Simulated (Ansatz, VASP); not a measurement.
# Two plane-wave programs on In3GaP4

File INCAR:

```
SYSTEM = In3GaP4
  PREC = Accurate
  ENCUT = 600
  EDIFF = 1E-6
  ISMEAR = 0
  SIGMA = 0.1
  LREAL = .False.
  LASPH = .True.
  NELM = 60
  ALGO = Normal
  ISIF = 3
  LWAVE = .False.
  LCHARG = .False.
  GGA = PE
  IBRION = 2
  NSW = 90
  EDIFFG = -0.04
```

Contents of KPOINTS:

```
Automatic mesh
0
Gamma
  4 4 4
  0 0 0
```

Contents of POSCAR:

```
In3GaP4
1.0
    5.5956334900      0.0000000000      0.0000000000
    0.0000000000      5.5956334900      0.0000000000
    0.0000000000      0.0000000000      5.5956334900
In Ga P
3 1 4
Direct
    0.5000000000      0.0000000000      0.5000000000
    0.5000000000      0.5000000000      0.0000000000
    0.0000000000      0.5000000000      0.5000000000
    0.0000000000      0.0000000000      0.0000000000
    0.2500000000      0.7500000000      0.7500000000
    0.2500000000      0.2500000000      0.2500000000
    0.7500000000      0.7500000000      0.2500000000
    0.7500000000      0.2500000000      0.7500000000
```

Input for Ansatz:

```yaml
crystal:
  lattice:
    - [5.59563349, 0.0, 0.0]
    - [0.0, 5.59563349, 0.0]
    - [0.0, 0.0, 5.59563349]
  atoms:
    - { symbol: In, position: [0.5, 0.0, 0.5] }
    - { symbol: In, position: [0.5, 0.5, 0.0] }
    - { symbol: In, position: [0.0, 0.5, 0.5] }
    - { symbol: Ga, position: [0.0, 0.0, 0.0] }
    - { symbol: P, position: [0.25, 0.75, 0.75] }
    - { symbol: P, position: [0.25, 0.25, 0.25] }
    - { symbol: P, position: [0.75, 0.75, 0.25] }
    - { symbol: P, position: [0.75, 0.25, 0.75] }
basis:
  ecutwfc: 420
kpoints:
  mp_grid: { grid: [4, 4, 4] }
hamiltonian:
  xc: pbe
scf:
  occupations: { method: gaussian, width: 0.1 }
  lower_state_search: "off"
output:
  forces: true
  stress: true
  eigenvalues: true
relax:
  adjacent_minimum: "off"
  f_tol: 0.04
  max_steps: 70
  cell: { stress_tol: 0.4 }
```

Alike in both runs: task relaxation of cell and atoms; functional PBE; k mesh 4 × 4 × 4; occupations gaussian, width 0.1 eV; no spin polarisation.

|  | VASP | Ansatz |
| --- | --- | --- |
| version | VASP 6.6.1 | Ansatz 0.2.0 |
| potentials or method | VASP PAW PBE potentials, release 64 (In_d, Ga_d, P), cutoff 600 eV | scalar-relativistic, plane waves, PAW |
| valence electrons in the cell | 72 | 72 |

```tsv
	VASP	Ansatz	Ansatz less VASP
gap on the k mesh at the Fermi level, each at its own relaxed structure (eV)	0.61	0.62	+0.011
relaxed volume (Å³/atom)	25.01	24.98	-0.033
relaxed length of the cell vector where the two differ most in proportion (Å)	5.849	5.846	-0.0026
```
